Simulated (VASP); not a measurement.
# HfO2 (R-3m) in VASP: notebook

The runs below take HfO2 through single point, with PBE.

Program: VASP 6.6.1. These are calculated values, not measurements. Logs are shortened: lines on timing, memory, paths and dates and some standing lists are left out, and cuts for length are marked.

### Step 1. The cell of the first run

Symmetry: R-3m, No. 166, trigonal system. The conventional cell has a = 3.525 Å, b = 3.525 Å, c = 8.988 Å, α = 90.00°, β = 90.00°, γ = 120.00°. Hf (site symmetry -3m) has 8 O at 2.17 to 2.25 Å within 2.9 Å. O (site symmetry 3m) has 4 Hf at 2.17 to 2.25 Å and 6 O at 2.53 Å within 2.9 Å.

### Step 2. Single point, PBE

File INCAR:

```
  PREC = Accurate
  ENCUT = 520
  EDIFF = 1E-6
  ISMEAR = 0
  SIGMA = 0.05
  LREAL = F
  LASPH = T
  NELM = 60
  ALGO = Normal
  ISIF = 2
  LWAVE = F
  LCHARG = F
  GGA = PE
  NBANDS = 18
```

File KPOINTS:

```
Automatic mesh
0
Gamma
  8 8 8
```

File POSCAR:

```
HfO2
1.0
    0.0681273850      2.5605926915      2.5605926915
    2.5605926915      0.0681273850      2.5605926915
    2.5605926915      2.5605926915      0.0681273850
Hf O
1 2
Direct
    0.0000000000      0.0000000000      0.0000000000
    0.2500000000      0.2500000000      0.2500000000
    0.7500000000      0.7500000000      0.7500000000
```

Potentials or basis: VASP PAW PBE potentials, release 64 (Hf_pv, O).

Command:

```sh
$ cat potpaw_PBE.64/Hf_pv/POTCAR potpaw_PBE.64/O/POTCAR > POTCAR
$ mpirun -np 1 vasp_std > vasp.out
```

OUTCAR:

```text
PREC = Accurate
   ENCUT = 520
   EDIFF = 1E-6
   ISMEAR = 0
   LREAL = F
   LASPH = T
   NELM = 60
   ISIF = 2
   GGA = PE

 ion  position               nearest neighbor table
   1  0.000  0.000  0.000-   3 2.17   3 2.17   3 2.17   2 2.17   2 2.17   2 2.17   3 2.25   2 2.25

   2  0.250  0.250  0.250-   1 2.17   1 2.17   1 2.17   1 2.25
   3  0.750  0.750  0.750-   1 2.17   1 2.17   1 2.17   1 2.25

  LATTYP: Found a trigonal (rhomboedric) cell.
 ALAT       =     3.6218657076
 COS(alpha) =     0.5264197777

  Lattice vectors:

 A1 = (   0.0681273850,   2.5605926915,   2.5605926915)
 A2 = (   2.5605926915,   0.0681273850,   2.5605926915)
 A3 = (   2.5605926915,   2.5605926915,   0.0681273850)

Analysis of symmetry for initial positions (statically):
=====================================================================
 Subroutine PRICEL returns:
 Original cell was already a primitive cell.

 Routine SETGRP: Setting up the symmetry group for a
 trigonal (rhombohedral) supercell.

 Subroutine GETGRP returns: Found 12 space group operations
 (whereof 12 operations were pure point group operations)
 out of a pool of 12 trial point group operations.

The static configuration has the point symmetry D_3d.

Analysis of symmetry for dynamics (positions and initial velocities):
=====================================================================
 Subroutine PRICEL returns:
 Original cell was already a primitive cell.

 Routine SETGRP: Setting up the symmetry group for a
 trigonal (rhombohedral) supercell.

 Subroutine GETGRP returns: Found 12 space group operations
 (whereof 12 operations were pure point group operations)
 out of a pool of 12 trial point group operations.

The dynamic configuration has the point symmetry D_3d.

 Subroutine INISYM returns: Found 12 space group operations
 (whereof 12 operations are pure point group operations),
 and found     1 'primitive' translations

----------------------------------------------------------------------------------------

                                     Primitive cell

  volume of cell :      32.2380

  direct lattice vectors                    reciprocal lattice vectors
     0.068127385  2.560592692  2.560592692    -0.203238215  0.197970980  0.197970980
     2.560592692  0.068127385  2.560592692     0.197970980 -0.203238215  0.197970980
     2.560592692  2.560592692  0.068127385     0.197970980  0.197970980 -0.203238215

  length of vectors
     3.621865708  3.621865708  3.621865708     0.345963567  0.345963567  0.345963567

  position of ions in fractional coordinates (direct lattice)
     0.000000000  0.000000000  0.000000000
     0.250000000  0.250000000  0.250000000
     0.750000000  0.750000000  0.750000000

  ion indices of the primitive-cell ions
   primitive index   ion index
                 1           1
                 2           2
                 3           3

----------------------------------------------------------------------------------------

 KPOINTS: Automatic mesh

Automatic generation of k-mesh.
 Grid dimensions read from file:
 generate k-points for:    8    8    8

 Generating k-lattice:

  Cartesian coordinates                     Fractional coordinates (reciprocal lattice)
    -0.025404777  0.024746372  0.024746372     0.125000000  0.000000000  0.000000000
     0.024746372 -0.025404777  0.024746372     0.000000000  0.125000000  0.000000000
     0.024746372  0.024746372 -0.025404777     0.000000000  0.000000000  0.125000000

  Length of vectors
     0.043245446  0.043245446  0.043245446

  Shift w.r.t. Gamma in fractional coordinates (k-lattice)
     0.000000000  0.000000000  0.000000000

 Subroutine IBZKPT returns following result:
 ===========================================

 Found     65 irreducible k-points:

 Following reciprocal coordinates:
            Coordinates               Weight
  0.000000  0.000000  0.000000      1.000000
  0.125000  0.000000 -0.000000      6.000000
  0.250000  0.000000 -0.000000      6.000000
  0.375000  0.000000  0.000000      6.000000
  0.500000  0.000000 -0.000000      3.000000
  0.125000  0.125000  0.000000      6.000000
[... 16 lines left out ...]
  0.250000  0.125000  0.125000      6.000000
  0.375000  0.125000  0.125000      6.000000
 [... further k-points ...]
   k-points           NKPTS =     65   k-points in BZ     NKDIM =     65   number of bands    NBANDS=     18
   number of dos      NEDOS =    301   number of ions     NIONS =      3
   total plane-waves  NPLWV =  21952
   dimension x,y,z NGX =    28 NGY =   28 NGZ =   28
   dimension x,y,z NGXF=    56 NGYF=   56 NGZF=   56
   ions per type =               1   2
   NGX,Y,Z   is equivalent  to a cutoff of  12.85, 12.85, 12.85 a.u.
   NGXF,Y,Z  is equivalent  to a cutoff of  25.70, 25.70, 25.70 a.u.
 SYSTEM =  unknown system
   PREC   = accura    normal or accurate (medium, high low for compatibility)
   ISTART =      0    job   : 0-new  1-cont  2-samecut
   ICHARG =      2    charge: 1-file 2-atom 10-const
   ISPIN  =      1    spin polarized calculation?
   LNONCOLLINEAR =      F non collinear calculations
   LSORBIT =      F    spin-orbit coupling
   LASPH  =      T    aspherical Exc in radial PAW
   ENCUT  =  520.0 eV  38.22 Ry    6.18 a.u.   6.73  6.73  6.73*2*pi/ulx,y,z
   NELM   =     60;   NELMIN=  2; NELMDL= -5     # of ELM steps
   EDIFF  = 0.1E-05   stopping-criterion for ELM
   LREAL  =      F    real-space projection
   EDIFFG = 0.1E-04   stopping-criterion for IOM
   NSW    =      0    number of steps for IOM
   IBRION =     -1    ionic relax: 0-MD 1-quasi-New 2-CG
   NFREE  =      0    steps in history (QN), initial steepest desc. (CG)
   ISIF   =      2    stress and relaxation
   ISYM   =      2    0-nonsym 1-usesym 2-fastsym
   POTIM  = 0.5000    time-step for ionic-motion
   TEBEG  =    0.0;   TEEND  =   0.0 temperature during run
   PSTRESS=    0.0 pullay stress
   NELECT =      22.0000    total number of electrons
   NUPDOWN=      -1.0000    fix difference up-down
   EMIN   =  10.00;   EMAX   =-10.00  energy-range for DOS
   EFERMI =   0.00;   METHOD = LEGACY
   ISMEAR =     0;   SIGMA  =   0.05  broadening in eV -4-tet -1-fermi 0-gaus
   EFERMI_NEDOS =   21; number of points for ismear=-14 and -15
   IALGO  =     38    algorithm
   IMIX   =      4    mixing-type and parameters
     AMIX     =   0.40;   BMIX     =  1.00
     AMIX_MAG =   1.60;   BMIX_MAG =  1.00
  volume/ion in A,a.u.               =      10.75        72.52
  Fermi-wavevector in a.u.,A,eV,Ry     =   1.441318  2.723695 28.264695  2.077396
  Thomas-Fermi vector in A             =   2.559963
   LORBIT       =      0    0 simple, 1 ext, 2 COOP (PROOUT), +10 PAW based schemes
   GGA     = PE    functional components
   LHFCALC =     F    Hartree Fock is set to
   AEXX    =    0.0000 exact exchange contribution
   IVDW    =     0    specifies the selected vdW correction
   LEPSILON=     F    determine dielectric tensor
   LRPA    =     F    only Hartree local field effects (RPA)
 non-spin polarized calculation
 Gauss-broadening in eV      SIGMA  =   0.05
  energy-cutoff  :      520.00
  volume of cell :       32.24
 maximum number of plane-waves:       893
   NGX = 13   NGY = 13   NGZ = 13

 number of electron      21.9999999 magnetization

 Free energy of the ion-electron system (eV)
  ---------------------------------------------------
  ext. energy  EPLUGINS =         0.00000000
  ---------------------------------------------------
  free energy    TOTEN  =       -30.22437294 eV

  energy without entropy =      -30.22437294  energy(sigma->0) =      -30.22437294

 E-fermi :   4.6433     XC(G=0): -11.8946

 val. band max:        4.3584592498   @ k =   0.5000   0.5000   0.0000
 cond. band min:       8.2050586943   @ k =   0.5000   0.5000   0.0000
 fundamental gap:      3.8465994445
 Fermi energy:         4.6432783389

 k-point     1 :       0.0000    0.0000    0.0000
  band No.  band energies     occupation
      1     -25.2868      2.00000
      2     -25.2576      2.00000
      3     -25.2576      2.00000
      4     -14.4346      2.00000
      5     -11.3459      2.00000
      6      -1.0969      2.00000
[... 10 lines left out ...]
     17      15.0733      0.00000
     18      17.9964      0.00000

 k-point     2 :       0.1250    0.0000   -0.0000
  band No.  band energies     occupation
      1     -25.3355      2.00000
      2     -25.2905      2.00000
      3     -25.2670      2.00000
      4     -14.2119      2.00000
      5     -11.5279      2.00000
      6      -0.9309      2.00000
[... 10 lines left out ...]
     17      14.8135      0.00000
     18      17.9112      0.00000

 k-point     3 :       0.2500    0.0000   -0.0000
  band No.  band energies     occupation
      1     -25.5081      2.00000
      2     -25.3071      2.00000
      3     -25.2894      2.00000
      4     -13.6904      2.00000
      5     -11.8859      2.00000
      6      -0.5380      2.00000
[... 10 lines left out ...]
     17      14.3359      0.00000
     18      17.2530      0.00000

 k-point     4 :       0.3750    0.0000    0.0000
  band No.  band energies     occupation
      1     -25.6717      2.00000
      2     -25.3229      2.00000
      3     -25.3117      2.00000
      4     -13.2724      2.00000
      5     -12.0552      2.00000
      6      -0.1478      2.00000
[... 10 lines left out ...]
     17      14.1249      0.00000
     18      16.8487      0.00000

 k-point     5 :       0.5000    0.0000   -0.0000
  band No.  band energies     occupation
      1     -25.7369      2.00000
      2     -25.3293      2.00000
      3     -25.3209      2.00000
      4     -13.1830      2.00000
      5     -12.0166      2.00000
      6       0.0021      2.00000
[... 10 lines left out ...]
     17      14.0323      0.00000
     18      17.2523      0.00000

 k-point     6 :       0.1250    0.1250    0.0000
  band No.  band energies     occupation
      1     -25.3457      2.00000
      2     -25.2961      2.00000
      3     -25.2762      2.00000
      4     -14.1445      2.00000
      5     -11.5801      2.00000
      6      -0.8975      2.00000
[... 10 lines left out ...]
     17      14.6611      0.00000
     18      17.8583      0.00000

 k-point     7 :       0.2500    0.1250    0.0000
  band No.  band energies     occupation
      1     -25.4651      2.00000
      2     -25.3202      2.00000
      3     -25.3004      2.00000
      4     -13.7126      2.00000
      5     -11.8799      2.00000
      6      -0.6142      2.00000
[... 10 lines left out ...]
     17      14.3243      0.00000
     18      17.7105      0.00000

 k-point     8 :       0.3750    0.1250   -0.0000
  band No.  band energies     occupation
      1     -25.6146      2.00000
      2     -25.3434      2.00000
      3     -25.3323      2.00000
      4     -13.2229      2.00000
      5     -12.1247      2.00000
      6      -0.2612      2.00000
[... 10 lines left out ...]
     17      14.6768      0.00000
     18      17.2381      0.00000
[... 229 lines left out ...]
     17      16.6049      0.00000
     18      17.9084      0.00000

 k-point    20 :      -0.3750    0.3750    0.0000
  band No.  band energies     occupation
      1     -25.6541      2.00000
      2     -25.5145      2.00000
      3     -25.3803      2.00000
      4     -12.5651      2.00000
      5     -12.3216      2.00000
      6      -1.4660      2.00000
[... 10 lines left out ...]
     17      17.0794      0.00000
     18      17.8859      0.00000

 k-point    21 :       0.5000    0.5000    0.0000
  band No.  band energies     occupation
      1     -25.7544      2.00000
      2     -25.4063      2.00000
      3     -25.3837      2.00000
      4     -12.6710      2.00000
      5     -12.2049      2.00000
      6      -2.1691      2.00000
[... 10 lines left out ...]
     17      17.6908      0.00000
     18      17.8847      0.00000

 k-point    22 :       0.1250    0.1250    0.1250
  band No.  band energies     occupation
      1     -25.3500      2.00000
      2     -25.2638      2.00000
      3     -25.2638      2.00000
      4     -14.2447      2.00000
      5     -11.4999      2.00000
      6      -0.8816      2.00000
[... 10 lines left out ...]
     17      14.8086      0.00000
     18      17.7158      0.00000

 k-point    23 :       0.2500    0.1250    0.1250
  band No.  band energies     occupation
      1     -25.4162      2.00000
      2     -25.3147      2.00000
      3     -25.2710      2.00000
      4     -13.9293      2.00000
      5     -11.7304      2.00000
      6      -0.8168      2.00000
[... 10 lines left out ...]
     17      14.7125      0.00000
     18      17.7194      0.00000

 k-point    24 :       0.3750    0.1250    0.1250
  band No.  band energies     occupation
      1     -25.5514      2.00000
      2     -25.3655      2.00000
      3     -25.2934      2.00000
      4     -13.4124      2.00000
      5     -12.0323      2.00000
      6      -0.6137      2.00000
[... 10 lines left out ...]
     17      14.4004      0.00000
     18      17.3631      0.00000

 [... further k-points ...]

------------------------ aborting loop because EDIFF is reached ----------------------------------------

  FORCE on cell =-STRESS in cart. coord.  units (eV):
  Direction    XX          YY          ZZ          XY          YZ          ZX
  --------------------------------------------------------------------------------------
  -------------------------------------------------------------------------------------
  Total        0.7266003      0.7266003      0.7266003     -0.4662943     -0.4662943     -0.4662943
  in kB       36.1108786     36.1108786     36.1108786    -23.1740840    -23.1740840    -23.1740840
  external PRESSURE =      36.1108786 kB  Pullay stress =       0.0000000 kB

 VOLUME and BASIS-vectors are now :
 -----------------------------------------------------------------------------
  energy-cutoff  :      520.00
  volume of cell :       32.24
      direct lattice vectors                 reciprocal lattice vectors
     0.068127385  2.560592692  2.560592692    -0.203238215  0.197970980  0.197970980
     2.560592692  0.068127385  2.560592692     0.197970980 -0.203238215  0.197970980
     2.560592692  2.560592692  0.068127385     0.197970980  0.197970980 -0.203238215

 POSITION                                       TOTAL-FORCE (eV/Angst)
 -----------------------------------------------------------------------------------
      0.00000      0.00000      0.00000         0.000000     -0.000000      0.000000
      1.29733      1.29733      1.29733        -0.170724     -0.170724     -0.170724
      3.89198      3.89198      3.89198         0.170724      0.170724      0.170724
 -----------------------------------------------------------------------------------
    total drift:                                0.000000      0.000000      0.000000

  FREE ENERGIE OF THE ION-ELECTRON SYSTEM (eV)
  ---------------------------------------------------
  free  energy   TOTEN  =       -30.2243729367 eV

  energy  without entropy=      -30.2243729367  energy(sigma->0) =      -30.22437294
```

It took 22 s on 1 thread of Intel Xeon Platinum 8488C (Sapphire Rapids), shared host; peak memory 0.18 GiB.

What came out:

| Item | Value |
| --- | --- |
| Free energy | -30.2244 eV |
| Pressure | 3.6 GPa |
| Largest force | 0.296 eV/Å |
| Band gap on the k mesh | 3.85 eV, direct |

Forces on the atoms (eV/Å):
```
Hf   0.000  0.000  0.000
O   -0.171 -0.171 -0.171
O    0.171  0.171  0.171
```

Stress tensor (GPa, compression positive):
```
 3.61 -2.32 -2.32
-2.32  3.61 -2.32
-2.32 -2.32  3.61
```

Levels at points of the mesh, in eV from the valence-band top:
```csv
k point,band 7,band 8,band 9,band 10,band 11,band 12,band 13,band 14,band 15,band 16
"(0.00, 0.00, 0.00)",-5.38,-5.38,-0.63,-0.63,-0.56,3.92,3.92,5.92,10.27,10.71
"(0.50, 0.00, 0.00)",-4.32,-3.12,-2.72,-1.91,-1.79,4.58,4.81,7.22,9.11,9.20
"(0.50, 0.50, 0.00)",-3.57,-3.37,-1.73,-1.36,0.00,3.85,5.59,6.64,8.10,8.54
"(0.50, 0.50, 0.50)",-4.41,-2.90,-2.82,-1.78,-1.78,4.58,4.58,6.69,9.15,9.72
```

Caveat: spin-orbit coupling is left out, which moves the levels of the heavy elements. A k mesh can miss the band edges.

[end of part 1 of 2]
